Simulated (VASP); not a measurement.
# Cs (Im-3m) in VASP: a series of runs

Runs on Cs. Level: r2SCAN. Tasks: single point, relaxation of cell and atoms.

Everything below comes from runs of VASP 6.6.1. Logs are shortened: lines on timing, memory, paths and dates and some standing lists are left out, and cuts for length are marked.

## 1. The cell of the first run

The structure is cubic, space group Im-3m (No. 229). Conventional cell: a = 6.274 Å, b = 6.274 Å, c = 6.274 Å, α = 90.00°, β = 90.00°, γ = 90.00°.

## 2. Single point, r2SCAN

POSCAR reads:

```
Cs
1.0
   -3.1371092464      3.1371092464      3.1371092464
    3.1371092464     -3.1371092464      3.1371092464
    3.1371092464      3.1371092464     -3.1371092464
Cs
1
Direct
    0.0000000000      0.0000000000      0.0000000000
```

INCAR.step1 reads:

```
ALGO = Normal
EDIFF = 1E-4
ENCUT = 520
GGA = PE
ISMEAR = 0
LASPH = True
LCHARG = False
LREAL = False
LWAVE = True
NBANDS = 10
NELM = 100
PREC = Accurate
SIGMA = 0.1
```

INCAR.step2 reads:

```
ALGO = Normal
EDIFF = 1E-6
ENCUT = 520
ISIF = 2
ISMEAR = 0
ISTART = 1
LASPH = True
LCHARG = True
LELF = True
LMIXTAU = True
LREAL = False
LVHAR = True
LWAVE = False
METAGGA = R2SCAN
NBANDS = 10
NELM = 100
PREC = Accurate
SIGMA = 0.1
```

KPOINTS reads:

```
k-points
0
Gamma
  10 10 10
```

Potentials or basis: VASP PAW PBE potentials, release 64 (Cs_sv).

On the command line:

```bash
$ cat potpaw_PBE.64/Cs_sv/POTCAR > POTCAR
$ cp INCAR.step1 INCAR
$ mpirun -np 1 vasp_std > vasp.out
$ cp INCAR.step2 INCAR
$ mpirun -np 1 vasp_std > vasp.out
```

OUTCAR:

```text
EDIFF = 1E-6
   ENCUT = 520
   ISIF = 2
   ISMEAR = 0
   ISTART = 1
   LASPH = True
   LREAL = False
   METAGGA = R2SCAN
   NELM = 100
   PREC = Accurate

 ion  position               nearest neighbor table
   1  0.000  0.000  0.000-

  LATTYP: Found a body centered cubic cell.
 ALAT       =     6.2742184928

  Lattice vectors:

 A1 = (  -3.1371092464,   3.1371092464,   3.1371092464)
 A2 = (   3.1371092464,  -3.1371092464,   3.1371092464)
 A3 = (   3.1371092464,   3.1371092464,  -3.1371092464)

Analysis of symmetry for initial positions (statically):
=====================================================================
 Subroutine PRICEL returns:
 Original cell was already a primitive cell.

 Routine SETGRP: Setting up the symmetry group for a
 body centered cubic supercell.

 Subroutine GETGRP returns: Found 48 space group operations
 (whereof 48 operations were pure point group operations)
 out of a pool of 48 trial point group operations.

The static configuration has the point symmetry O_h .

Analysis of symmetry for dynamics (positions and initial velocities):
=====================================================================
 Subroutine PRICEL returns:
 Original cell was already a primitive cell.

 Routine SETGRP: Setting up the symmetry group for a
 body centered cubic supercell.

 Subroutine GETGRP returns: Found 48 space group operations
 (whereof 48 operations were pure point group operations)
 out of a pool of 48 trial point group operations.

The dynamic configuration has the point symmetry O_h .

 Subroutine INISYM returns: Found 48 space group operations
 (whereof 48 operations are pure point group operations),
 and found     1 'primitive' translations

----------------------------------------------------------------------------------------

                                     Primitive cell

  volume of cell :     123.4949

  direct lattice vectors                    reciprocal lattice vectors
    -3.137109246  3.137109246  3.137109246     0.000000000  0.159382400  0.159382400
     3.137109246 -3.137109246  3.137109246     0.159382400  0.000000000  0.159382400
     3.137109246  3.137109246 -3.137109246     0.159382400  0.159382400  0.000000000

  length of vectors
     5.433632604  5.433632604  5.433632604     0.225400751  0.225400751  0.225400751

  position of ions in fractional coordinates (direct lattice)
     0.000000000  0.000000000  0.000000000

  ion indices of the primitive-cell ions
   primitive index   ion index
                 1           1

----------------------------------------------------------------------------------------

 KPOINTS: k-points

Automatic generation of k-mesh.
 Grid dimensions read from file:
 generate k-points for:   10   10   10

 Generating k-lattice:

  Cartesian coordinates                     Fractional coordinates (reciprocal lattice)
     0.000000000  0.015938240  0.015938240     0.100000000  0.000000000  0.000000000
     0.015938240  0.000000000  0.015938240     0.000000000  0.100000000  0.000000000
     0.015938240  0.015938240  0.000000000     0.000000000  0.000000000  0.100000000

  Length of vectors
     0.022540075  0.022540075  0.022540075

  Shift w.r.t. Gamma in fractional coordinates (k-lattice)
     0.000000000  0.000000000  0.000000000

 Subroutine IBZKPT returns following result:
 ===========================================

 Found     47 irreducible k-points:

 Following reciprocal coordinates:
            Coordinates               Weight
  0.000000  0.000000  0.000000      1.000000
  0.100000  0.000000  0.000000     12.000000
  0.200000  0.000000  0.000000     12.000000
  0.300000  0.000000  0.000000     12.000000
  0.400000  0.000000  0.000000     12.000000
  0.500000  0.000000  0.000000      6.000000
[... 16 lines left out ...]
  0.300000  0.300000  0.100000      8.000000
 -0.300000  0.300000  0.100000     24.000000
 [... further k-points ...]
   k-points           NKPTS =     47   k-points in BZ     NKDIM =     47   number of bands    NBANDS=     10
   number of dos      NEDOS =    301   number of ions     NIONS =      1
   total plane-waves  NPLWV =  64000
   dimension x,y,z NGX =    40 NGY =   40 NGZ =   40
   dimension x,y,z NGXF=    80 NGYF=   80 NGZF=   80
   ions per type =               1
   NGX,Y,Z   is equivalent  to a cutoff of  12.24, 12.24, 12.24 a.u.
   NGXF,Y,Z  is equivalent  to a cutoff of  24.48, 24.48, 24.48 a.u.
 SYSTEM =  unknown system
   PREC   = accura    normal or accurate (medium, high low for compatibility)
   ISTART =      1    job   : 0-new  1-cont  2-samecut
   ICHARG =      0    charge: 1-file 2-atom 10-const
   ISPIN  =      1    spin polarized calculation?
   LNONCOLLINEAR =      F non collinear calculations
   LSORBIT =      F    spin-orbit coupling
   LASPH  =      T    aspherical Exc in radial PAW
   ENCUT  =  520.0 eV  38.22 Ry    6.18 a.u.  10.10 10.10 10.10*2*pi/ulx,y,z
   NELM   =    100;   NELMIN=  2; NELMDL=  0     # of ELM steps
   EDIFF  = 0.1E-05   stopping-criterion for ELM
   LREAL  =      F    real-space projection
   EDIFFG = 0.1E-04   stopping-criterion for IOM
   NSW    =      0    number of steps for IOM
   IBRION =     -1    ionic relax: 0-MD 1-quasi-New 2-CG
   NFREE  =      0    steps in history (QN), initial steepest desc. (CG)
   ISIF   =      2    stress and relaxation
   ISYM   =      2    0-nonsym 1-usesym 2-fastsym
   POTIM  = 0.5000    time-step for ionic-motion
   TEBEG  =    0.0;   TEEND  =   0.0 temperature during run
   PSTRESS=    0.0 pullay stress
   NELECT =       9.0000    total number of electrons
   NUPDOWN=      -1.0000    fix difference up-down
   EMIN   =  10.00;   EMAX   =-10.00  energy-range for DOS
   EFERMI =   0.00;   METHOD = LEGACY
   ISMEAR =     0;   SIGMA  =   0.10  broadening in eV -4-tet -1-fermi 0-gaus
   EFERMI_NEDOS =   21; number of points for ismear=-14 and -15
   IALGO  =     38    algorithm
   IMIX   =      4    mixing-type and parameters
     AMIX     =   0.40;   BMIX     =  1.00
     AMIX_MAG =   1.60;   BMIX_MAG =  1.00
  volume/ion in A,a.u.               =     123.49       833.38
  Fermi-wavevector in a.u.,A,eV,Ry     =   0.683816  1.292225  6.362146  0.467605
  Thomas-Fermi vector in A             =   1.763289
   LORBIT       =      0    0 simple, 1 ext, 2 COOP (PROOUT), +10 PAW based schemes
   METAGGA = R2SCAN    functional components
   LHFCALC =     F    Hartree Fock is set to
   AEXX    =    0.0000 exact exchange contribution
   IVDW    =     0    specifies the selected vdW correction
   LEPSILON=     F    determine dielectric tensor
   LRPA    =     F    only Hartree local field effects (RPA)
 non-spin polarized calculation
 Gauss-broadening in eV      SIGMA  =   0.10
  energy-cutoff  :      520.00
  volume of cell :      123.49
 maximum number of plane-waves:      3367
   NGX = 21   NGY = 21   NGZ = 21

 number of electron       8.9999998 magnetization

 Free energy of the ion-electron system (eV)
  ---------------------------------------------------
  ext. energy  EPLUGINS =         0.00000000
  ---------------------------------------------------
  free energy    TOTEN  =       -25.01955317 eV

  energy without entropy =      -25.01147139  energy(sigma->0) =      -25.01551228

 E-fermi :   0.3792     XC(G=0):  -5.4522

 val. band max:        0.3765742182   @ k =  -0.3000   0.4000   0.2000
 cond. band min:       0.3868710860   @ k =   0.3000   0.2000   0.0000
 fundamental gap:      0.0102968677
 Fermi energy:         0.3792077061

 k-point     1 :       0.0000    0.0000    0.0000
  band No.  band energies     occupation
      1     -24.4670      2.00000
      2     -10.8425      2.00000
      3     -10.8425      2.00000
      4     -10.8425      2.00000
      5      -1.3405      2.00000
      6       3.1377      0.00000
      7       3.1377      0.00000
      8       3.1377      0.00000
      9       3.9676      0.00000
     10       3.9676      0.00000

 k-point     2 :       0.1000    0.0000    0.0000
  band No.  band energies     occupation
      1     -24.4665      2.00000
      2     -10.8533      2.00000
      3     -10.8460      2.00000
      4     -10.8426      2.00000
      5      -1.2316      2.00000
      6       3.0035      0.00000
      7       3.0062      0.00000
      8       3.2440      0.00000
      9       3.7860      0.00000
     10       3.9385      0.00000

 k-point     3 :       0.2000    0.0000    0.0000
  band No.  band energies     occupation
      1     -24.4651      2.00000
      2     -10.8813      2.00000
      3     -10.8549      2.00000
      4     -10.8427      2.00000
      5      -0.9181      2.00000
      6       2.5240      0.00000
      7       2.7294      0.00000
      8       3.5583      0.00000
      9       3.7631      0.00000
     10       3.9146      0.00000

 k-point     4 :       0.3000    0.0000    0.0000
  band No.  band energies     occupation
      1     -24.4635      2.00000
      2     -10.9151      2.00000
      3     -10.8659      2.00000
      4     -10.8428      2.00000
      5      -0.4411      2.00000
      6       1.9567      0.00000
      7       2.4646      0.00000
      8       3.8866      0.00000
      9       3.9865      0.00000
     10       4.0663      0.00000
[... 222 lines left out ...]
 k-point    22 :      -0.2000    0.2000    0.1000
  band No.  band energies     occupation
      1     -24.4647      2.00000
      2     -10.8813      2.00000
      3     -10.8585      2.00000
      4     -10.8511      2.00000
      5      -0.8164      2.00000
      6       2.5451      0.00000
      7       2.7711      0.00000
      8       3.2106      0.00000
      9       3.5319      0.00000
     10       4.2933      0.00000

 k-point    23 :       0.3000    0.3000    0.1000
  band No.  band energies     occupation
      1     -24.4614      2.00000
      2     -10.9113      2.00000
      3     -10.9113      2.00000
      4     -10.8654      2.00000
      5       1.2680      0.00000
      6       1.2680      0.00000
      7       1.3809      0.00000
      8       3.5386      0.00000
      9       4.3839      0.00000
     10       4.3839      0.00000

 k-point    24 :      -0.3000    0.3000    0.1000
  band No.  band energies     occupation
      1     -24.4631      2.00000
      2     -10.9136      2.00000
      3     -10.8697      2.00000
      4     -10.8509      2.00000
      5      -0.3472      2.00000
      6       1.9646      0.00000
      7       2.5328      0.00000
      8       3.3191      0.00000
      9       4.0304      0.00000
     10       4.3406      0.00000

 [... further k-points ...]

------------------------ aborting loop because EDIFF is reached ----------------------------------------

  FORCE on cell =-STRESS in cart. coord.  units (eV):
  Direction    XX          YY          ZZ          XY          YZ          ZX
  --------------------------------------------------------------------------------------
  -------------------------------------------------------------------------------------
  Total       -0.0008821     -0.0008821     -0.0008821      0.0000000      0.0000000     -0.0000000
  in kB       -0.0114437     -0.0114437     -0.0114437      0.0000000      0.0000000     -0.0000000
  external PRESSURE =      -0.0114437 kB  Pullay stress =       0.0000000 kB

 VOLUME and BASIS-vectors are now :
 -----------------------------------------------------------------------------
  energy-cutoff  :      520.00
  volume of cell :      123.49
      direct lattice vectors                 reciprocal lattice vectors
    -3.137109246  3.137109246  3.137109246     0.000000000  0.159382400  0.159382400
     3.137109246 -3.137109246  3.137109246     0.159382400  0.000000000  0.159382400
     3.137109246  3.137109246 -3.137109246     0.159382400  0.159382400  0.000000000

 POSITION                                       TOTAL-FORCE (eV/Angst)
 -----------------------------------------------------------------------------------
      0.00000      0.00000      0.00000         0.000000      0.000000      0.000000
 -----------------------------------------------------------------------------------
    total drift:                               -0.000000     -0.000000     -0.000000

  FREE ENERGIE OF THE ION-ELECTRON SYSTEM (eV)
  ---------------------------------------------------
  free  energy   TOTEN  =       -25.0195531704 eV

  energy  without entropy=      -25.0114713878  energy(sigma->0) =      -25.01551228
```

Wall time 1.7 min (1 thread of Intel Xeon 6975P-C (Granite Rapids), shared host); peak memory 0.28 GiB.

Results:

| Quantity | Value |
| --- | --- |
| Free energy | -25.0196 eV |
| Pressure | 0.0 GPa |
| Band gap on the k mesh | zero (an odd number of electrons rules out a gap without spin polarisation) |

Levels at points of the mesh, in eV from the Fermi level:
```csv
k point,band 2,band 3,band 4,band 5,band 6,band 7
"(0.00, 0.00, 0.00)",-11.22,-11.22,-11.22,-1.72,2.76,2.76
"(0.50, 0.00, 0.00)",-11.33,-11.26,-11.22,0.12,0.72,1.85
"(0.50, 0.50, 0.50)",-11.30,-11.30,-11.30,0.70,0.70,3.06
```

Caveat: the PAW data sets were made with another functional, which shifts forces and pressure a little; spin-orbit coupling is left out, which moves the levels of the heavy elements.

(Part 1 of 2 ends here.)
